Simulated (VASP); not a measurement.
ZnO, 4 atoms in the cell. It takes space group P6_3mc (No. 186, hexagonal). Conventional cell: a = 3.279 Å, b = 3.279 Å, c = 5.294 Å, α = 90.00°, β = 90.00°, γ = 120.00°. Within 2.6 Å of Zn (site symmetry 3m) lie 4 O at 2.00 to 2.01 Å. O (site symmetry 3m) has 4 Zn at 2.00 to 2.01 Å within 2.6 Å. 

```yaml
Program: VASP 6.6.1
Task: electric field gradients
Functional: PBE
Potentials_or_basis: VASP PAW PBE potentials, release 64 (Zn, O)
Cutoff: 520 eV
k_mesh: 12 × 12 × 6
Occupations: gaussian, width 0.01 eV
Spin: no spin polarisation
Dipole_correction: no
Further_INCAR_settings: ALGO = Normal; EDIFF = 1e-08; NBANDS = 26
```

Potentials or basis: VASP PAW PBE potentials, release 64 (Zn, O).

Run with:

```sh
$ cat potpaw_PBE.64/Zn/POTCAR potpaw_PBE.64/O/POTCAR > POTCAR
$ mpirun -np 1 vasp_std > vasp.out
```

Hardware: 1 thread of AMD EPYC 7R13 Processor (Zen 3), on a shared host.

**Question.** How long does it take, and how much memory?

**Answer.** Wall time 2.3 min on 1 thread of AMD EPYC 7R13 Processor (Zen 3) (shared host), peak memory 0.18 GiB. Counts: scf iterations 18, k points 76.
